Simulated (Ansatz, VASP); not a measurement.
**Two plane-wave programs on LiH5**

```xyz
6
Lattice="4.1216 0.0000 0.0000 -2.0608 3.5694 0.0000 0.0000 0.0000 3.7902" Properties=species:S:1:pos:R:3 pbc="T T T"
Li    0.0000    0.0000    0.9518
H     0.0000    2.3796    0.9421
H     2.0608    1.1898    0.9421
H     2.0608    0.0000    0.9497
H     1.0304    1.7847    0.9497
H    -1.0304    1.7847    0.9497
```

Alike in both runs: functional PBE; k mesh 6 × 6 × 6; occupations gaussian, width 0.1 eV; no spin polarisation.

Ansatz relaxed the structure, and its values are those at the end. VASP's run is a single point on that final structure, the one shown.

|  | VASP | Ansatz |
| --- | --- | --- |
| version | VASP 6.6.1 | Ansatz 0.2.0 |
| potentials or method | VASP PAW PBE potentials, release 64 (Li_sv, H), cutoff 520 eV | scalar-relativistic, plane waves, PAW |
| valence electrons in the cell | 8 | 8 |

```csv
,VASP,Ansatz,Ansatz less VASP
gap on the k mesh at the Fermi level (eV),none,none,-
rms of the force components (eV/Å),0.014,0.014,0.0000
```

A gap of «none» marks a metal or a gap that the smearing closes.

Noted on VASP's run: the cutoff is short for stress, so the pressure is rough.
